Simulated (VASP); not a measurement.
Crystal: P.

```
CELL_PARAMETERS angstrom
2.18686 -2.18826 0.00000
2.18686 2.18826 0.00000
0.00000 0.00000 4.82964
ATOMIC_POSITIONS crystal
P 0.25000 0.75000 0.41240
P 0.75000 0.25000 0.58760
P 0.00000 0.50000 0.00000
P 0.50000 0.00000 0.00000
```

The cell was generated, and may not be a known phase.

| Quantity | Value |
| --- | --- |
| Program | VASP 6.6.1 |
| Task | relaxation of cell and atoms |
| Functional | PBE |
| Potentials or basis | VASP PAW PBE potentials, release 64 (P) |
| Cutoff | 600 eV |
| k mesh | 6 × 6 × 4 |
| Occupations | gaussian, width 0.1 eV |
| Spin | no spin polarisation |

At the start: pressure 44.3 GPa; volume 11.56 Å³/atom.

**Question.** Where does the relaxation end?

**Answer.** Over 9 steps the energy falls by 441.7 meV/atom and the volume is 15.24 Å³/atom (+31.9 %); space group Cmme (No. 67, to 0.1 Å) before and after.

Step by step:
```tsv
step	energy change (eV)	largest force (eV/Å)	pressure (GPa)	volume (Å³)
1	0.0000	1.1777	44.32	46.22
2	-1.3488	0.0334	-10.76	71.03
3	-1.7398	0.2210	0.29	61.07
4	-1.7398	0.2097	-0.23	61.40
5	-1.7597	0.1875	-0.76	61.66
6	-1.7599	0.1913	-0.72	61.64
7	-1.7640	0.1361	0.05	61.10
8	-1.7647	0.1027	0.53	60.78
9	-1.7666	0.0323	0.20	60.96
```

Final structure:
```
P
1.0
     2.41781   -2.42080    0.00000
     2.41781    2.42080    0.00000
     0.00000    0.00000    5.20724
P
4
Direct
  0.25000 0.75000 0.42706
  0.75000 0.25000 0.57294
  0.00000 0.50000 0.00000
  0.50000 0.00000 0.00000
```

Caveat: the volume moved by over 15 % at a fixed basis, so the end points are rough.
